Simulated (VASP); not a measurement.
Wanted: the native input for a VASP 6.6.1 run.

- Task: single point
- Functional: PBEsol
- Potentials or basis: VASP PAW PBE potentials, release 64 (Hf_pv, N)
- Cutoff: 520 eV
- k mesh: 22 × 22 × 22
- Occupations: gaussian, width 0.15 eV
- Spin: no spin polarisation
- Dipole correction: no
- Further INCAR settings: ALGO = Fast; EDIFF = 1e-06; NBANDS = 14

The structure of HfN lies in POSCAR:

```
HfN
1.0
    0.0000000000      2.1597615043      2.4335340893
    2.7073066743      0.0000000000      2.4335340893
    2.7073066743      2.1597615043      0.0000000000
Hf N
1 1
Direct
    0.0000000000      0.0000000000      0.0000000000
    0.7500000000      0.7500000000      0.7500000000
```

This cell differs from its parent crystal: strain +0.1125 x Voigt [1, -1, 0, 0, 0, 0].

One way to write it, as run:

INCAR

```
PREC = Accurate
ENCUT = 520
EDIFF = 1E-6
ISMEAR = 0
SIGMA = 0.15
LREAL = F
LASPH = T
NELM = 80
ALGO = Fast
ISIF = 2
LWAVE = F
LCHARG = T
GGA = PS
LELF = T
LVHAR = T
NBANDS = 14
```

KPOINTS

```
Automatic mesh
0
Gamma
  22 22 22
```

Potentials or basis: VASP PAW PBE potentials, release 64 (Hf_pv, N).

Command:

```console
$ cat potpaw_PBE.64/Hf_pv/POTCAR potpaw_PBE.64/N/POTCAR > POTCAR
$ mpirun -np 1 vasp_std > vasp.out
```

It gave:

```yaml
Pressure: -0.7 GPa
Band_gap_on_the_k_mesh: zero (an odd number of electrons rules out a gap without spin polarisation)
```

Caveat: the cell differs from its parent crystal (strain +0.1125 x Voigt [1, -1, 0, 0, 0, 0]); the stress differs along the axes, from -16 to 11 GPa; the PAW data sets were made with another functional, which shifts forces and pressure a little; spin-orbit coupling is left out, which moves the levels of the heavy elements.

It took 12 min on 1 thread of Oxide Virtual Turin-like Processor (shared host), peak memory 0.65 GiB.
